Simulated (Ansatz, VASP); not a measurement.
**Al15AuN16: VASP beside Ansatz**

```xyz
32
Lattice="6.2260 0.0000 0.0000 -3.1130 5.3919 0.0000 0.0000 0.0000 9.9620" Properties=species:S:1:pos:R:3 pbc="T T T"
Au    0.0000    1.7973    0.1735
Al    0.0000    1.7973    4.9067
Al   -1.5688    4.4861   -0.0001
Al   -1.5675    4.4869    4.9795
Al    3.1130    1.8115   -0.0001
Al    3.1130    1.8100    4.9795
Al    1.5688    4.4861   -0.0001
Al    1.5675    4.4869    4.9795
Al    1.5858    0.8817    2.5464
Al    1.5599    0.8967    7.3779
Al    0.0000    3.6285    2.5464
Al    0.0000    3.5986    7.3779
Al    4.6402    0.8817    2.5464
Al    4.6661    0.8967    7.3779
Al    3.1130    3.5946    2.4768
Al    3.1130    3.5946    7.4587
N     0.0000    1.7973    2.2957
N     0.0000    1.7973    6.8251
N    -1.5503    4.4968    1.8946
N    -1.5767    4.4815    6.8479
N     3.1130    1.7901    1.8946
N     3.1130    1.8207    6.8479
N     1.5503    4.4968    1.8946
N     1.5767    4.4815    6.8479
N     1.5854    0.8819    4.4277
N     1.6998    0.8159    9.2475
N     0.0000    3.6280    4.4277
N     0.0000    3.7601    9.2475
N     4.6406    0.8819    4.4277
N     4.5262    0.8159    9.2475
N     3.1130    3.5946    4.3582
N     3.1130    3.5946    9.3696
```

Alike in both runs: functional PBE; k mesh 4 × 4 × 2; occupations fermi-dirac, width 0.01 eV; no spin polarisation.

Ansatz relaxed the structure, and its values are those at the end. VASP's run is a single point on that final structure, the one shown.

|  | VASP | Ansatz |
| --- | --- | --- |
| version | VASP 6.6.1 | Ansatz 0.2.0 |
| potentials or method | VASP PAW PBE potentials, release 64 (Au, Al, N) | plane-wave PAW, scalar-relativistic |
| plane-wave cutoff (eV) | 520 | 420 |
| valence electrons in the cell | 136 | 144 |

|  | VASP | Ansatz | Ansatz less VASP |
| --- | --- | --- | --- |
| pressure (GPa) | 8.8 | 9.1 | +0.27 |
| rms of the force components (eV/Å) | 0.006 | 0.005 | -0.0009 |

VASP's potentials hold 136 valence electrons a cell and Ansatz's 144, so a difference there can come from the potentials and not from the codes. Ansatz's warnings: stress scf threshold loose.

Neither program's run includes spin-orbit coupling.
